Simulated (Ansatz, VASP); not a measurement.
Two plane-wave programs on Ir2O

Contents of INCAR:

```
PREC = Accurate ; ENCUT = 600
EDIFF = 1E-6 ; ISMEAR = 0
SIGMA = 0.1 ; LREAL = F
LASPH = T ; NELM = 80
ALGO = Normal ; ISIF = 3
LWAVE = F ; LCHARG = F
GGA = PE ; IBRION = 2
NSW = 100 ; EDIFFG = -0.01
```

File KPOINTS:

```
Automatic mesh
0
Gamma
  18 18 8
```

File POSCAR:

```
Ir2O
1.0
    2.7093578699      0.0000000000      0.0000000000
   -1.3546789349      2.3463727433      0.0000000000
    0.0000000000      0.0000000000      6.3827310779
Ir O
2 1
Direct
    0.0000000000      0.0000000000      0.7995627193
    0.0000000000      0.0000000000      0.2004372807
    0.0000000000      0.0000000000      0.5000000000
```

Input for Ansatz:

```yaml
crystal:
  lattice:
    - [2.7093578699, 0.0, 0.0]
    - [-1.3546789349, 2.3463727433, 0.0]
    - [0.0, 0.0, 6.3827310779]
  atoms:
    - { symbol: Ir, position: [0.0, 0.0, 0.7995627193] }
    - { symbol: Ir, position: [0.0, 0.0, 0.2004372807] }
    - { symbol: O, position: [0.0, 0.0, 0.5] }
basis:
  ecutwfc: 420
kpoints:
  mp_grid: { grid: [18, 18, 8] }
hamiltonian:
  xc: pbe
scf:
  occupations: { method: gaussian, width: 0.1 }
output:
  forces: true
  stress: true
  eigenvalues: true
relax:
  adjacent_minimum: "off"
  f_tol: 0.01
  max_steps: 80
  cell: { stress_tol: 0.05 }
```

Alike in both runs: task relaxation of cell and atoms; functional PBE; k mesh 18 × 18 × 8; occupations gaussian, width 0.1 eV; no spin polarisation.

```csv
,VASP,Ansatz
version,VASP 6.6.1,Ansatz 0.2.0
potentials or method,"VASP PAW PBE potentials, release 64 (Ir, O), cutoff 600 eV","scalar-relativistic, plane waves, PAW"
valence electrons in the cell,24,40
```

|  | VASP | Ansatz | Ansatz less VASP |
| --- | --- | --- | --- |
| gap on the k mesh at the Fermi level, each at its own relaxed structure (eV) | none | none | - |
| relaxed volume (Å³/atom) | 13.54 | 13.51 | -0.026 |
| relaxed length of the cell vector where the two differ most in proportion (Å) | 6.380 | 6.367 | -0.0134 |

A gap of «none» marks a metal or a gap that the smearing closes. VASP's potentials hold 24 valence electrons a cell and Ansatz's 40, so a difference there can come from the potentials and not from the codes.

Spin-orbit coupling is off throughout.
